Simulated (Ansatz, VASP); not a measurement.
## Hf in VASP and in Ansatz

```
Hf
1.0
     3.04857    0.00000    0.00000
    -1.52428    2.64014    0.00000
     0.00000    0.00000    4.81964
Hf
2
Cartesian
  0.0000 1.7601 1.2049
  1.5243 0.8800 3.6147
```

Alike in both runs: task relaxation of cell and atoms; functional PBEsol; k mesh 6 × 6 × 4; occupations gaussian, width 0.1 eV; no spin polarisation.

```csv
,VASP,Ansatz
version,VASP 6.6.1,Ansatz 0.2.0
potentials or method,"VASP PAW PBE potentials, release 64 (Hf_pv), cutoff 600 eV","scalar-relativistic, plane waves, PAW"
valence electrons in the cell,20,52
```

```csv
,VASP,Ansatz,Ansatz less VASP
"gap on the k mesh at the Fermi level, each at its own relaxed structure (eV)",none,none,-
relaxed volume (Å³/atom),21.54,21.68,+0.144
relaxed cell length with the largest relative difference (Å),5.001,5.021,+0.0206
```

VASP's potentials were made for PBE, not for PBEsol. A gap of «none» marks a metal or a gap that the smearing closes. VASP's potentials hold 20 valence electrons a cell and Ansatz's 52, so a difference there can come from the potentials and not from the codes.

The k mesh is coarse, so the values compare programs but aren't converged. Neither program's run includes spin-orbit coupling.
